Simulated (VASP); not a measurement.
A run of VASP 6.6.1 is set up as follows.

The input INCAR:

```
  PREC = Accurate
  ENCUT = 520
  EDIFF = 1E-7
  ISMEAR = -1
  SIGMA = 0.1
  LREAL = F
  LASPH = T
  NELM = 100
  ALGO = Normal
  ISIF = 2
  LWAVE = F
  LCHARG = F
  GGA = PE
  NBANDS = 9
```

KPOINTS

```
regular mesh
0
Gamma
  8 8 8
```

File POSCAR:

```
LiH
1.0
    0.0000000000      2.0100000000      2.0100000000
    2.0100000000      0.0000000000      2.0100000000
    2.0100000000      2.0100000000      0.0000000000
Li H
1 1
Direct
    0.0000000000      0.0000000000      0.0000000000
    0.5000000000      0.5000000000      0.5000000000
```

Potentials or basis: VASP PAW PBE potentials, release 64 (Li_sv, H).

Command:

```sh
$ cat potpaw_PBE.64/Li_sv/POTCAR potpaw_PBE.64/H/POTCAR > POTCAR
$ mpirun -np 1 vasp_std > vasp.out
```

Estimate the band gap on the k mesh.

2.99 eV.

 A k mesh can miss the band edges.
